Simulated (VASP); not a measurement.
Wanted: the native input for a VASP 6.6.1 run.

* Task: single point
* Functional: PBEsol
* Potentials or basis: VASP PAW PBE potentials, release 64 (Ir)
* Cutoff: 500 eV
* k mesh: 12 × 12 × 12
* Occupations: fermi-dirac, width 0.05 eV
* Spin: no spin polarisation
* Dipole correction: no
* Further INCAR settings: ALGO = Normal; EDIFF = 1e-06; NBANDS = 10

The structure of Ir lies in POSCAR:

```
Ir
1.0
    0.0000000000      1.8967266333      1.9539120000
    1.8967266333      0.0000000000      1.9539120000
    1.8967266333      1.8967266333      0.0000000000
Ir
1
Direct
    0.0000000000      0.0000000000      0.0000000000
```

These files were run (other wordings do the same):

INCAR

```
PREC     = Accurate       # precision mode
ENCUT    = 500            # plane-wave cutoff, eV
EDIFF    = 1E-6           # SCF threshold, eV
ISMEAR   = -1             # smearing method
SIGMA    = 0.05           # smearing width, eV
LREAL    = F              # projectors in reciprocal space
LASPH    = T              # aspherical terms in the spheres
NELM     = 120            # most SCF steps
ALGO     = Normal         # electronic algorithm
ISIF     = 2              # what is computed and relaxed
LWAVE    = F              # write WAVECAR
LCHARG   = T              # write CHGCAR
GGA      = PS             # functional
LELF     = T              # ELF
LVHAR    = T            
NBANDS   = 10             # bands
GGA_COMPAT= F
```

KPOINTS

```
regular mesh
0
Gamma
  12 12 12
```

Potentials or basis: VASP PAW PBE potentials, release 64 (Ir).

Command:

```console
$ cat potpaw_PBE.64/Ir/POTCAR > POTCAR
$ mpirun -np 1 vasp_std > vasp.out
```

It gave:

The pressure is 0.5 GPa.

Caveat: the PAW data sets were made with another functional, which shifts forces and pressure a little.

It took 31 s on 1 thread of Intel Xeon 8259CL (shared host), peak memory 0.15 GiB.
